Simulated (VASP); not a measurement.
Set up this calculation in VASP 6.6.1, as the native input.

| Item | Value |
| --- | --- |
| Task | single point |
| Functional | BLYP |
| Potentials or basis | VASP PAW PBE potentials, release 64 (Fe) |
| Cutoff | 520 eV |
| k mesh | 15 × 15 × 15 |
| Occupations | fermi-dirac, width 0.05 eV |
| Spin | collinear spin, ferromagnetic start |
| Starting moments | [2.405] μB |
| Dipole correction | no |
| Further INCAR settings | ALGO = Normal; EDIFF = 1e-07; NBANDS = 14 |

The structure of Fe lies in POSCAR:

```
Fe
1.0
    2.3060017569      0.0000000000      0.0000000000
    0.0000000000      2.3060017569      0.0000000000
    0.0000000000      0.0000000000      2.3060017569
Fe
1
Direct
    0.0000000000      0.0000000000      0.0000000000
```

This cell differs from its parent crystal: volume scaled by 0.88.

The input as run:

INCAR

```
SYSTEM = Fe
PREC = Accurate
ENCUT = 520
EDIFF = 1E-7
ISMEAR = -1
SIGMA = 0.05
LREAL = .False.
LASPH = .True.
NELM = 150
ALGO = Normal
ISIF = 2
LWAVE = .False.
LCHARG = .False.
ISPIN = 2
MAGMOM = 2.405
LORBIT = 11
LMAXMIX = 4
GGA = B5
ALDAX = 1.0
AGGAX = 1.0
AGGAC = 1.0
ALDAC = 0.0
NBANDS = 14
```

KPOINTS

```
regular mesh
0
Gamma
  15 15 15
  0 0 0
```

Potentials or basis: VASP PAW PBE potentials, release 64 (Fe).

Launch:

```bash
$ cat potpaw_PBE.64/Fe/POTCAR > POTCAR
$ mpirun -np 1 vasp_std > vasp.out
```

Results of the run:

- Pressure: 18.9 GPa
- Net moment: 2.19 μB per cell
- Site moments: Fe +2.17 μB
- Valence electrons inside the program's atomic spheres: Fe 7.37

Caveat: the PAW data sets were made with another functional, which shifts forces and pressure a little.

Run time: 49 s on 1 thread of Intel Xeon 6975P-C, with other jobs on the host, peak memory 0.15 GiB.
